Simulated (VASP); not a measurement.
A run of VASP 6.6.1:

File INCAR:

```
SYSTEM = Ga
PREC = Accurate ; ENCUT = 520
EDIFF = 1E-7 ; ISMEAR = -1
SIGMA = 0.05 ; LREAL = .False.
LASPH = .True. ; NELM = 60
ALGO = Normal ; ISIF = 2
LWAVE = .False. ; LCHARG = .True.
GGA = PS ; LELF = .True.
LVHAR = .True. ; NBANDS = 20
```

Contents of KPOINTS:

```
Automatic mesh
0
Gamma
  10 8 7
  0 0 0
```

The input POSCAR:

```
Ga
1.0
    2.6698322380      0.0000000000     -0.0254519541
    0.0000000000      3.0052788002      0.0000000000
   -1.3274786169      0.0000000000      3.9651767586
Ga
2
Direct
    0.1322946669      0.7500000000      0.7673551252
    0.8677053331      0.2500000000      0.2326448748
```

Potentials or basis: VASP PAW PBE potentials, release 64 (Ga_d).

Run with:

```console
$ cat potpaw_PBE.64/Ga_d/POTCAR > POTCAR
$ mpirun -np 1 vasp_std > vasp.out
```

Hardware: 1 thread of Intel(R) Xeon(R) Platinum 8259CL CPU @ 2.50GHz (Skylake/Cascade Lake) (shared host).

**Question.** How long does it take, and how much memory?

**Answer.** Run time: 83 s on 1 thread of Intel(R) Xeon(R) Platinum 8259CL CPU @ 2.50GHz (Skylake/Cascade Lake), with other jobs on the host, peak memory 0.21 GiB. Counts: scf iterations 12, k points 180.
